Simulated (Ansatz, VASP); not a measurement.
**PbS in VASP and in Ansatz**

Contents of INCAR:

```
SYSTEM = PbS
  PREC = Accurate
  ENCUT = 520
  EDIFF = 1E-6
  ISMEAR = -1
  SIGMA = 0.05
  LREAL = .False.
  LASPH = .True.
  NELM = 60
  ALGO = Normal
  ISIF = 2
  LWAVE = .False.
  LCHARG = .True.
  GGA = PE
  LELF = .True.
  LVHAR = .True.
  NBANDS = 28
```

Contents of KPOINTS:

```
regular mesh
0
Gamma
  7 7 6
  0 0 0
```

The input POSCAR:

```
PbS
1.0
    2.0374927668     -5.8689911821      0.0000000000
    2.0374927668      5.8689911821      0.0000000000
    0.0000000000      0.0000000000      4.1919633476
Pb S
2 2
Direct
    0.1305633500      0.8694366500      0.2500000000
    0.8694366500      0.1305633500      0.7500000000
    0.3547970900      0.6452029100      0.2500000000
    0.6452029100      0.3547970900      0.7500000000
```

Contents of input.yaml:

```yaml
crystal:
  lattice:
    - [2.0374927668, -5.8689911821, 0.0]
    - [2.0374927668, 5.8689911821, 0.0]
    - [0.0, 0.0, 4.1919633476]
  atoms:
    - { symbol: Pb, position: [0.13056335, 0.86943665, 0.25] }
    - { symbol: Pb, position: [0.86943665, 0.13056335, 0.75] }
    - { symbol: S, position: [0.35479709, 0.64520291, 0.25] }
    - { symbol: S, position: [0.64520291, 0.35479709, 0.75] }
hamiltonian:
  xc: pbe
  pseudopotentials: { kind: paw }
kpoints:
  mp_grid: { grid: [7, 7, 6] }
scf:
  occupations: { method: fermi_dirac, width: 0.05 }
output:
  forces: true
  stress: true
  eigenvalues: true
  write_density: true
  write_potential: true
  elf: true
  volumetric_format: npy
```

Alike in both runs: task single point; functional PBE; k mesh 7 × 7 × 6; occupations fermi-dirac, width 0.05 eV; no spin polarisation.

```csv
,VASP,Ansatz
version,VASP 6.6.1,Ansatz 0.2.0
potentials or method,"VASP PAW PBE potentials, release 64 (Pb_d, S)",Ansatz PAW
plane-wave cutoff (eV),520,420
valence electrons in the cell,40,40
```

|  | VASP | Ansatz | Ansatz less VASP |
| --- | --- | --- | --- |
| gap on the k mesh at the Fermi level (eV) | 1.11 | 1.11 | 0.000 |
| least direct gap on the mesh (eV) | 1.41 | 1.40 | -0.005 |
| pressure (GPa) | 4.9 | 5.0 | +0.07 |
| traceless stress, the component that is largest in VASP (GPa) | 0.20 | 0.22 | +0.021 |
| rms of the force components (eV/Å) | 0.245 | 0.247 | +0.0021 |

Atom by atom the forces differ by 0.003 eV/Å (rms over components).

Neither program's run includes spin-orbit coupling. Noted on Ansatz's run: odd divisions of the mesh miss points on the zone boundary, where band edges often lie, so the gap on the mesh can be too wide.
